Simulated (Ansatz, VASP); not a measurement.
## Two plane-wave programs on Zn

```
Zn
1.0
     5.23551    0.00000    0.00000
     0.00000    4.80358    0.00000
     0.00000    0.00000   24.03976
Zn
12
Cartesian
  2.6178 3.6027 8.0000
  0.0000 3.6027 8.0000
  3.9266 1.2009 8.7557
  1.3089 1.2009 8.7557
  3.9266 3.6027 10.2670
  1.3089 3.6027 10.2670
  0.0002 1.1988 11.0431
  2.6176 1.1988 11.0431
  0.0001 3.7206 13.0753
  2.6177 3.7206 13.0753
  1.3089 1.3345 13.3481
  3.9266 1.3397 13.3455
```

Alike in both runs: task single point; functional PBE; dispersion D3(BJ); k mesh 4 × 4 × 1; occupations gaussian, width 0.1 eV; no spin polarisation.

|  | VASP | Ansatz |
| --- | --- | --- |
| version | VASP 6.6.1 | Ansatz 0.2.0 |
| potentials or method | VASP PAW PBE potentials, release 64 (Zn), cutoff 520 eV | scalar-relativistic, plane waves, PAW |
| valence electrons in the cell | 144 | 144 |

VASP gave:

* gap on the k mesh at the Fermi level (eV): none
* rms of the force components (eV/Å): 0.270
* work function, face that differs most (eV): 4.35

**Question.** Which values does Ansatz return?

**Answer.** gap on the k mesh at the Fermi level (eV): none; rms of the force components (eV/Å): 0.264; work function, face that differs most (eV): 4.36.

Atom by atom the forces differ by 0.008 eV/Å (rms over components). A gap of «none» marks a metal or a gap that the smearing closes.
